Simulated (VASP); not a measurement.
# MoS2 (C2/c) in VASP: single point with PBE+D3(BJ)

Aim: the single point of MoS2 with PBE+D3(BJ).

Everything below comes from runs of VASP 6.6.1. Logs are shortened: lines on timing, memory, paths and dates and some standing lists are left out, and cuts for length are marked.

## 1. The cell of the first run

It takes space group C2/c (No. 15, monoclinic). The conventional cell has a = 3.149 Å, b = 5.455 Å, c = 12.102 Å, α = 90.00°, β = 92.29°, γ = 90.00°. Mo (site symmetry 2) has 6 S at 2.40 Å and 6 Mo at 3.15 Å within 3.2 Å. S (site symmetry 1) has 3 Mo at 2.40 Å and 7 S at 3.13 to 3.15 Å within 3.2 Å.

## 2. Single point, PBE+D3(BJ)

File INCAR:

```
SYSTEM = MoS2
ALGO     = Normal         ! electronic algorithm
EDIFF    = 1E-6           ! SCF threshold, eV
ENCUT    = 520            ! plane-wave cutoff, eV
GGA      = PE             ! functional
ISIF     = 2              ! what is computed and relaxed
ISMEAR   = 0              ! smearing method
IVDW     = 12             ! dispersion correction
LASPH    = .True.         ! aspherical terms in the spheres
LCHARG   = .True.         ! write CHGCAR
LELF     = .True.         ! ELF
LREAL    = .False.        ! projectors in reciprocal space
LVHAR    = .True.       
LWAVE    = .False.        ! write WAVECAR
NBANDS   = 35             ! bands
NELM     = 100            ! most SCF steps
PREC     = Accurate       ! precision mode
SIGMA    = 0.02           ! smearing width, eV
```

File KPOINTS:

```
k-points
0
Gamma
  12 12 4
  0 0 0
```

File POSCAR:

```
MoS2
1.0
    3.1492399692      0.0000000000      0.0000000000
   -1.5746199846      2.7273218159      0.0000000000
    0.4836990711      0.0000000000     12.0924767773
Mo S
2 4
Direct
    0.6699870799      0.3399741599      0.2500000000
    0.3300129201      0.6600258401      0.7500000000
    0.3177740758      0.6733887116      0.3794453674
    0.6443853642      0.3266112884      0.8794453674
    0.3556146358      0.6733887116      0.1205546326
    0.6822259242      0.3266112884      0.6205546326
```

Potentials or basis: VASP PAW PBE potentials, release 64 (Mo_sv, S).

On the command line:

```console
> cat potpaw_PBE.64/Mo_sv/POTCAR potpaw_PBE.64/S/POTCAR > POTCAR
> mpirun -np 1 vasp_std > vasp.out
```

OUTCAR:

```text
SYSTEM = MoS2
   EDIFF = 1E-6
   ENCUT = 520
   GGA = PE
   ISIF = 2
   ISMEAR = 0
   IVDW = 12
   LASPH = .True.
   LREAL = .False.
   NELM = 100
   PREC = Accurate
 IVDW          = 12

 ion  position               nearest neighbor table
   1  0.670  0.340  0.250-   3 2.40   5 2.40   5 2.40   3 2.40   5 2.40   3 2.40
   2  0.330  0.660  0.750-   6 2.40   4 2.40   4 2.40   6 2.40   4 2.40   6 2.40
   3  0.318  0.673  0.379-   1 2.40   1 2.40   1 2.40
   4  0.644  0.327  0.879-   2 2.40   2 2.40   2 2.40
   5  0.356  0.673  0.121-   1 2.40   1 2.40   1 2.40
   6  0.682  0.327  0.621-   2 2.40   2 2.40   2 2.40

  LATTYP: Found a base centered monoclinic cell.
 ALAT       =     3.1492399692
 B/A-ratio  =     1.7320508075
 C/A-ratio  =     3.8428786026
 COS(beta)  =    -0.0399680383

  Lattice vectors:

 A1 = (  -1.5746199846,   2.7273218159,   0.0000000000)
 A2 = (  -1.5746199846,  -2.7273218159,   0.0000000000)
 A3 = (   0.4836990711,   0.0000000000,  12.0924767773)

Analysis of symmetry for initial positions (statically):
=====================================================================
 Subroutine PRICEL returns:
 Original cell was already a primitive cell.

 Routine SETGRP: Setting up the symmetry group for a
 base centered monoclinic supercell.

 Subroutine GETGRP returns: Found  4 space group operations
 (whereof  2 operations were pure point group operations)
 out of a pool of  4 trial point group operations.

The static configuration has the point symmetry S_2 .
 The point group associated with its full space group is C_2h.

Analysis of symmetry for dynamics (positions and initial velocities):
=====================================================================
 Subroutine PRICEL returns:
 Original cell was already a primitive cell.

 Routine SETGRP: Setting up the symmetry group for a
 base centered monoclinic supercell.

 Subroutine GETGRP returns: Found  4 space group operations
 (whereof  2 operations were pure point group operations)
 out of a pool of  4 trial point group operations.

The dynamic configuration has the point symmetry S_2 .
 The point group associated with its full space group is C_2h.

 Subroutine INISYM returns: Found  4 space group operations
 (whereof  2 operations are pure point group operations),
 and found     1 'primitive' translations

----------------------------------------------------------------------------------------

                                     Primitive cell

  volume of cell :     103.8622

  direct lattice vectors                    reciprocal lattice vectors
     3.149239969  0.000000000  0.000000000     0.317536933  0.183330034 -0.012701477
    -1.574619985  2.727321816  0.000000000     0.000000000  0.366660067  0.000000000
     0.483699071  0.000000000 12.092476777     0.000000000  0.000000000  0.082696045

  length of vectors
     3.149239969  3.149239969 12.102146892     0.366879997  0.366660067  0.082696045

  position of ions in fractional coordinates (direct lattice)
     0.669987080  0.339974160  0.250000000
     0.330012920  0.660025840  0.750000000
     0.317774076  0.673388712  0.379445367
     0.644385364  0.326611288  0.879445367
     0.355614636  0.673388712  0.120554633
     0.682225924  0.326611288  0.620554633

  ion indices of the primitive-cell ions
   primitive index   ion index
                 1           1
                 2           2
                 3           3
                 4           4
                 5           5
                 6           6

----------------------------------------------------------------------------------------

 KPOINTS: k-points

Automatic generation of k-mesh.
 Grid dimensions read from file:
 generate k-points for:   12   12    4

 Generating k-lattice:

  Cartesian coordinates                     Fractional coordinates (reciprocal lattice)
     0.026461411  0.015277503 -0.001058456     0.083333333  0.000000000  0.000000000
     0.000000000  0.030555006  0.000000000     0.000000000  0.083333333  0.000000000
     0.000000000  0.000000000  0.020674011     0.000000000  0.000000000  0.250000000

  Length of vectors
     0.030573333  0.030555006  0.020674011

  Shift w.r.t. Gamma in fractional coordinates (k-lattice)
     0.000000000  0.000000000  0.000000000

 Subroutine IBZKPT returns following result:
 ===========================================

 Found    164 irreducible k-points:

 Following reciprocal coordinates:
            Coordinates               Weight
  0.000000  0.000000  0.000000      1.000000
  0.083333 -0.000000  0.000000      4.000000
  0.166667  0.000000 -0.000000      4.000000
  0.250000  0.000000 -0.000000      4.000000
  0.333333  0.000000 -0.000000      4.000000
  0.416667 -0.000000  0.000000      4.000000
[... 16 lines left out ...]
  0.333333  0.166667 -0.000000      4.000000
  0.416667  0.166667  0.000000      4.000000
 [... further k-points ...]
   k-points           NKPTS =    164   k-points in BZ     NKDIM =    164   number of bands    NBANDS=     35
   number of dos      NEDOS =    301   number of ions     NIONS =      6
   total plane-waves  NPLWV =  51840
   dimension x,y,z NGX =    24 NGY =   24 NGZ =   90
   dimension x,y,z NGXF=    48 NGYF=   48 NGZF=  180
   ions per type =               2   4
   NGX,Y,Z   is equivalent  to a cutoff of  12.67, 12.67, 12.36 a.u.
   NGXF,Y,Z  is equivalent  to a cutoff of  25.34, 25.34, 24.73 a.u.
 SYSTEM =  MoS2
   PREC   = accura    normal or accurate (medium, high low for compatibility)
   ISTART =      0    job   : 0-new  1-cont  2-samecut
   ICHARG =      2    charge: 1-file 2-atom 10-const
   ISPIN  =      1    spin polarized calculation?
   LNONCOLLINEAR =      F non collinear calculations
   LSORBIT =      F    spin-orbit coupling
   LASPH  =      T    aspherical Exc in radial PAW
   ENCUT  =  520.0 eV  38.22 Ry    6.18 a.u.   5.86  5.86 22.50*2*pi/ulx,y,z
   NELM   =    100;   NELMIN=  2; NELMDL= -5     # of ELM steps
   EDIFF  = 0.1E-05   stopping-criterion for ELM
   LREAL  =      F    real-space projection
[... 7 lines left out ...]
   TEBEG  =    0.0;   TEEND  =   0.0 temperature during run
   PSTRESS=    0.0 pullay stress
   NELECT =      52.0000    total number of electrons
   NUPDOWN=      -1.0000    fix difference up-down
   EMIN   =  10.00;   EMAX   =-10.00  energy-range for DOS
   EFERMI =   0.00;   METHOD = LEGACY
   ISMEAR =     0;   SIGMA  =   0.02  broadening in eV -4-tet -1-fermi 0-gaus
   EFERMI_NEDOS =   21; number of points for ismear=-14 and -15
   IALGO  =     38    algorithm
   IMIX   =      4    mixing-type and parameters
     AMIX     =   0.40;   BMIX     =  1.00
     AMIX_MAG =   1.60;   BMIX_MAG =  1.00
  volume/ion in A,a.u.               =      17.31       116.82
  Fermi-wavevector in a.u.,A,eV,Ry     =   1.299941  2.456531 22.991742  1.689845
  Thomas-Fermi vector in A             =   2.431172
   LORBIT       =      0    0 simple, 1 ext, 2 COOP (PROOUT), +10 PAW based schemes
   GGA     = PE    functional components
   LHFCALC =     F    Hartree Fock is set to
   AEXX    =    0.0000 exact exchange contribution
   IVDW    =    12    specifies the selected vdW correction
   LEPSILON=     F    determine dielectric tensor
   LRPA    =     F    only Hartree local field effects (RPA)
 non-spin polarized calculation
 Gauss-broadening in eV      SIGMA  =   0.02
  energy-cutoff  :      520.00
  volume of cell :      103.86
 maximum number of plane-waves:      2819
   NGX = 11   NGY = 11   NGZ = 45

 number of electron      52.0000004 magnetization

 Free energy of the ion-electron system (eV)
  ---------------------------------------------------
  ext. energy  EPLUGINS =         0.00000000
  ---------------------------------------------------
  free energy    TOTEN  =       -43.53572708 eV

  energy without entropy =      -43.53572708  energy(sigma->0) =      -43.53572708

 E-fermi :   8.0613     XC(G=0): -11.0119

 val. band max:        7.9532756153   @ k =   0.0000   0.0000   0.0000
 cond. band min:       8.7516287293   @ k =   0.1667   0.1667  -0.0000
 fundamental gap:      0.7983531139
 Fermi energy:         8.0612728791

 k-point     1 :       0.0000    0.0000    0.0000
  band No.  band energies     occupation
      1     -53.5911      2.00000
      2     -53.5910      2.00000
      3     -27.7555      2.00000
      4     -27.7554      2.00000
      5     -27.5134      2.00000
      6     -27.5134      2.00000
[... 27 lines left out ...]
     34      10.4062      0.00000
     35      13.5792      0.00000

 k-point     2 :       0.0833   -0.0000    0.0000
  band No.  band energies     occupation
      1     -53.5882      2.00000
      2     -53.5882      2.00000
      3     -27.7499      2.00000
      4     -27.7498      2.00000
      5     -27.5419      2.00000
      6     -27.5419      2.00000
[... 27 lines left out ...]
     34      10.3100      0.00000
     35      14.1246      0.00000

 k-point     3 :       0.1667    0.0000   -0.0000
  band No.  band energies     occupation
      1     -53.5803      2.00000
      2     -53.5803      2.00000
      3     -27.7346      2.00000
      4     -27.7345      2.00000
      5     -27.6192      2.00000
      6     -27.6192      2.00000
[... 27 lines left out ...]
     34      10.7457      0.00000
     35      15.1143      0.00000
[... 723 lines left out ...]
 k-point    23 :       0.3333    0.1667   -0.0000
  band No.  band energies     occupation
      1     -53.5479      2.00000
      2     -53.5479      2.00000
      3     -27.8750      2.00000
      4     -27.8750      2.00000
      5     -27.6713      2.00000
      6     -27.6713      2.00000
[... 27 lines left out ...]
     34      12.2428      0.00000
     35      14.0493      0.00000

 k-point    24 :       0.4167    0.1667    0.0000
  band No.  band energies     occupation
      1     -53.5454      2.00000
      2     -53.5454      2.00000
      3     -27.8929      2.00000
      4     -27.8929      2.00000
      5     -27.6739      2.00000
      6     -27.6739      2.00000
[... 27 lines left out ...]
     34      12.2284      0.00000
     35      13.8010      0.00000

 [... further k-points ...]

------------------------ aborting loop because EDIFF is reached ----------------------------------------

 Edisp (eV)   -2.62461

 E8    (eV) :    -1.0583

  FORCE on cell =-STRESS in cart. coord.  units (eV):
  Direction    XX          YY          ZZ          XY          YZ          ZX
  --------------------------------------------------------------------------------------
  -------------------------------------------------------------------------------------
  Total      -0.06604    -0.01544     0.00806     0.00000     0.00000    -0.47079
  in kB      -1.01873    -0.23816     0.12437     0.00000     0.00000    -7.26246
  external pressure =       -0.38 kB  Pullay stress =        0.00 kB

 VOLUME and BASIS-vectors are now :
 -----------------------------------------------------------------------------
  energy-cutoff  :      520.00
  volume of cell :      103.86
      direct lattice vectors                 reciprocal lattice vectors
     3.149239969  0.000000000  0.000000000     0.317536933  0.183330034 -0.012701477
    -1.574619985  2.727321816  0.000000000     0.000000000  0.366660067  0.000000000
     0.483699071  0.000000000 12.092476777     0.000000000  0.000000000  0.082696045

 POSITION                                       TOTAL-FORCE (eV/Angst)
 -----------------------------------------------------------------------------------
      1.69554      0.92722      3.02312        -0.000000      0.002399      0.000000
      0.36277      1.80010      9.06936        -0.000000     -0.002399     -0.000000
      0.12395      1.83655      4.58843         0.002441      0.001237     -0.013658
      1.94042      0.89077     10.63467         0.002441     -0.001237     -0.013658
      0.11790      1.83655      1.45780        -0.002441      0.001237      0.013658
      1.93437      0.89077      7.50404        -0.002441     -0.001237      0.013658
 -----------------------------------------------------------------------------------
    total drift:                                0.000000     -0.000000      0.000000

  FREE ENERGIE OF THE ION-ELECTRON SYSTEM (eV)
  ---------------------------------------------------
  free  energy   TOTEN  =       -46.1603346969 eV

  energy  without entropy=      -46.1603346969  energy(sigma->0) =      -46.16033470
```

It took 3.8 min on 1 thread of Intel Xeon 6975P-C (Granite Rapids), shared host; peak memory 0.56 GiB.

Results:

| Quantity | Value |
| --- | --- |
| Free energy | -46.1603 eV |
| Pressure | 0.0 GPa |
| Largest force | 0.014 eV/Å |
| Band gap on the k mesh | 0.80 eV (least direct gap 1.71 eV) |
| Dispersion energy per atom | -0.437 eV |

Forces in eV/Å, atoms in the order of the input:
```
Mo   0.000  0.002  0.000
Mo   0.000 -0.002  0.000
S    0.002  0.001 -0.014
S    0.002 -0.001 -0.014
S   -0.002  0.001  0.014
S   -0.002 -0.001  0.014
```

Caveat: semilocal functionals underestimate gaps, and a narrow one can read as zero.
